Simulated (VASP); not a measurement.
**GdCo3: single point with PBE+U**

The system is GdCo3.

```
Gd Co
1.0
     3.86696    0.00000    0.00000
     0.00000    3.86696    0.00000
     0.00000    0.00000    3.86696
Gd Co
1 3
Direct
  0.00000 0.00000 0.00000
  0.00000 0.50000 0.50000
  0.50000 0.50000 0.00000
  0.50000 0.00000 0.50000
```

```json
{
 "Program": "VASP 6.6.1",
 "Task": "single point",
 "Functional": "PBE",
 "Potentials or basis": "VASP PAW PBE potentials, release 64 (Gd, Co)",
 "Cutoff": "520 eV",
 "k mesh": "8 × 8 × 8",
 "Occupations": "gaussian, width 0.05 eV",
 "Spin": "collinear spin, ferrimagnetic start",
 "Starting moments": "[7.86, -1.42, -1.42, -1.42] μB",
 "Hubbard terms": "Gd f U = 6.0 eV",
 "Dipole correction": "no",
 "Further INCAR settings": "ALGO = Normal; EDIFF = 1e-06; NBANDS = 34"
}
```

```
Pressure                                              : 2.6 GPa
Net moment                                            : 3.76 μB per cell
Site moments                                          : Gd +7.05; Co -1.27 μB
Valence electrons inside the program's atomic spheres : Gd 15.44; Co 8.12
```

Levels at points of the mesh, in eV from the Fermi level:
Spin up:
```tsv
k point	band 22	band 23	band 24	band 25	band 26	band 27
(0.00, 0.00, 0.00)	0.45	0.45	0.87	0.87	0.87	0.91
(0.50, 0.00, 0.00)	-0.25	-0.15	-0.15	-0.11	0.06	0.58
(0.50, 0.50, 0.00)	-0.90	-0.88	-0.18	-0.11	-0.08	-0.08
(0.50, 0.50, 0.50)	-0.51	-0.51	-0.35	0.80	0.80	0.80
```
Spin down:
```csv
k point,band 17,band 18,band 19,band 20,band 21,band 22,band 23,band 24,band 25,band 26
"(0.00, 0.00, 0.00)",-0.74,-0.46,-0.46,-0.46,2.92,2.92,3.13,3.13,3.13,4.59
"(0.50, 0.00, 0.00)",-1.50,-1.16,-1.16,-1.10,-0.46,2.10,2.10,2.47,4.43,4.70
"(0.50, 0.50, 0.00)",-1.67,-1.59,-1.17,-1.10,-0.98,1.41,1.41,3.24,3.24,4.75
"(0.50, 0.50, 0.50)",-0.65,-0.65,-0.65,-0.53,1.73,1.73,1.73,2.51,2.51,2.51
```

Eigenvalues of the final occupation matrices:
| site | spin | trace | eigenvalues |
| --- | --- | --- | --- |
| site 1 f | 1 | 6.93 | 0.99 0.99 0.99 0.99 0.99 0.99 0.99 |
| site 1 f | 2 | 0.04 | 0.01 0.01 0.01 0.01 0.01 0.01 0.01 |

Run time: 2.2 min on 1 thread of Intel(R) Xeon(R) 6975P-C (Granite Rapids), on a shared host, peak memory 0.27 GiB.

Caveat: spin-orbit coupling is left out, which moves the levels of the heavy elements. The state reached can hang on the start; a lower one may exist.
